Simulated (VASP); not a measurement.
# GaH3: single point with PBE

The system is GaH3.

```xyz
8
Lattice="7.4366 0.0000 0.0000 -3.7183 6.4403 0.0000 0.0000 0.0000 2.4862" Properties=species:S:1:pos:R:3 pbc="T T T"
Ga    3.7183    2.1468    0.6215
Ga    0.0000    4.2935    1.8646
H     0.0000    2.9533    0.6215
H    -1.1607    4.9636    0.6215
H     1.1607    4.9636    0.6215
H     2.5576    1.4766    1.8646
H     4.8790    1.4766    1.8646
H     3.7183    3.4870    1.8646
```

The cell was generated, and may not be a known phase.

```yaml
Program: VASP 6.6.1
Task: single point
Functional: PBE
Potentials_or_basis: VASP PAW PBE potentials, release 64 (Ga_d, H)
Cutoff: 520 eV
k_mesh: 6 × 6 × 6
Occupations: gaussian, width 0.1 eV
Spin: no spin polarisation
```

The pressure is 0.1 GPa, the largest force is 0.004 eV/Å and the band gap on the k mesh is zero (filled and empty bands touch).

Forces on the atoms (eV/Å):
```
Ga   0.000  0.000  0.000
Ga   0.000  0.000  0.000
H    0.000 -0.004  0.000
H   -0.003  0.002  0.000
H    0.003  0.002  0.000
H   -0.003 -0.002  0.000
H    0.003 -0.002  0.000
H    0.000  0.004  0.000
```

Stress tensor (GPa, compression positive):
```
0.08 0.00 0.00
0.00 0.08 0.00
0.00 0.00 0.00
```

Levels at points of the mesh, in eV from the Fermi level:
| k point | band 14 | band 15 | band 16 | band 17 | band 18 | band 19 |
| --- | --- | --- | --- | --- | --- | --- |
| (0.00, 0.00, 0.00) | -4.35 | -4.15 | -4.15 | 2.71 | 4.92 | 4.92 |
| (0.50, 0.00, 0.00) | -4.57 | -3.85 | -3.79 | 3.85 | 3.91 | 3.98 |
| (0.00, 0.00, 0.50) | -1.21 | -0.01 | -0.01 | -0.01 | -0.01 | 4.53 |
| (0.50, 0.00, 0.50) | -1.27 | -0.02 | -0.02 | 0.02 | 0.02 | 4.61 |

Wall time 3 min on 1 thread of Oxide Virtual Turin-like Processor, with other jobs on the host, peak memory 0.22 GiB.

Caveat: the k points lie up to 0.42 Å⁻¹ apart.
